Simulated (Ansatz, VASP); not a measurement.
## ZnCu: VASP beside Ansatz

```
Zn Cu
1.0
     2.94500    0.00000    0.00000
     0.00000    2.94500    0.00000
     0.00000    0.00000    2.94500
Zn Cu
1 1
Direct
  0.44854 0.44854 0.44854
  0.00000 0.00000 0.00000
```

Change from the starting cell: all Zn atoms moved +0.263 Å, as atom 1 towards its neighbour atom 2 (Cu) at 2.550 Å.

Alike in both runs: task single point; functional PBEsol; k mesh 16 × 16 × 16; occupations gaussian, width 0.15 eV; no spin polarisation.

|  | VASP | Ansatz |
| --- | --- | --- |
| version | VASP 6.6.1 | Ansatz 0.2.0 |
| potentials or method | VASP PAW PBE potentials, release 64 (Zn, Cu), cutoff 520 eV | scalar-relativistic, plane waves, PAW |
| valence electrons in the cell | 23 | 31 |

Ansatz gave:

* gap on the k mesh at the Fermi level (eV): none
* pressure (GPa): -0.7
* traceless stress, the component that is largest in VASP (GPa): 2.80
* rms of the force components (eV/Å): 0.810

Question: Which values does VASP return?

Answer: gap on the k mesh at the Fermi level (eV): none; pressure (GPa): -0.2; traceless stress, the component that is largest in VASP (GPa): 2.85; rms of the force components (eV/Å): 0.824.

VASP's potentials were made for PBE, not for PBEsol. Atom by atom the forces differ by 0.014 eV/Å (rms over components). A gap of «none» marks a metal or a gap that the smearing closes. VASP's potentials hold 23 valence electrons a cell and Ansatz's 31, so a difference there can come from the potentials and not from the codes.
